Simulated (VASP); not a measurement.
Input of a VASP 6.6.1 run:

File INCAR:

```
ALGO = Normal
EDIFF = 1E-7
ENCUT = 520
GGA = PE
ISIF = 2
ISMEAR = 0
LASPH = True
LCHARG = True
LELF = True
LREAL = False
LVHAR = True
LWAVE = False
NBANDS = 20
NELM = 80
PREC = Accurate
SIGMA = 0.1
```

KPOINTS

```
k-points
0
Gamma
  12 12 12
```

POSCAR

```
Si3Se2
1.0
    1.8678918160      1.0784278428      8.1078725606
   -1.8678918160      1.0784278428      8.1078725606
    0.0000000000     -2.1568556855      8.1078725606
Si Se
3 2
Direct
    0.0000000000      0.0000000000      0.0000000000
    0.1839353942      0.1839353942      0.1839353942
    0.8160646058      0.8160646058      0.8160646058
    0.3920776842      0.3920776842      0.3920776842
    0.6079223158      0.6079223158      0.6079223158
```

Potentials or basis: VASP PAW PBE potentials, release 64 (Si, Se).

Run with:

```console
$ cat potpaw_PBE.64/Si/POTCAR potpaw_PBE.64/Se/POTCAR > POTCAR
$ mpirun -np 1 vasp_std > vasp.out
```

(1) What does it give for the largest force?

(2) What does it give for the pressure?

(3) Predict the band gap on the k mesh.

Answers

(1) 0.011 eV/Å.

(2) 0.0 GPa.

(3) zero (band 12 reaches 6.87 eV, above the bottom of band 13 at 5.14 eV).
